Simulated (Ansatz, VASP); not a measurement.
Si2W in VASP and in Ansatz

```xyz
9
Lattice="4.5761 0.0000 0.0000 -2.2880 3.9630 0.0000 0.0000 0.0000 6.4382" Properties=species:S:1:pos:R:3 pbc="T T T"
Si    2.2880    2.6646    3.2191
Si   -1.1636    3.3138    5.3652
Si    1.1636    3.3138    1.0730
Si    0.0000    1.2984    3.2191
Si    3.4516    0.6492    5.3652
Si    1.1245    0.6492    1.0730
W    -1.1440    1.9815    1.0730
W     1.1440    1.9815    5.3652
W     2.2880    0.0000    3.2191
```

Change from the starting cell: strain +0.000 along x and y, -0.025 along z, atoms carried along.

Alike in both runs: task single point; functional PBEsol; k mesh 12 × 12 × 6; occupations gaussian, width 0.15 eV; no spin polarisation.

|  | VASP | Ansatz |
| --- | --- | --- |
| version | VASP 6.6.1 | Ansatz 0.2.0 |
| potentials or method | VASP PAW PBE potentials, release 64 (Si, W_sv), cutoff 520 eV | scalar-relativistic, plane waves, PAW |
| valence electrons in the cell | 66 | 66 |

Ansatz gave:

```
gap on the k mesh at the Fermi level (eV)                     : none
pressure (GPa)                                                : 6.8
traceless stress, the component that is largest in VASP (GPa) : 5.63
rms of the force components (eV/Å)                            : 0.031
```

Q: Which values does VASP return?

A: gap on the k mesh at the Fermi level (eV): none; pressure (GPa): 7.2; traceless stress, the component that is largest in VASP (GPa): 5.69; rms of the force components (eV/Å): 0.033.

VASP's potentials were made for PBE, not for PBEsol. Atom by atom the forces differ by 0.002 eV/Å (rms over components). A gap of «none» marks a metal or a gap that the smearing closes.

Neither program's run includes spin-orbit coupling.
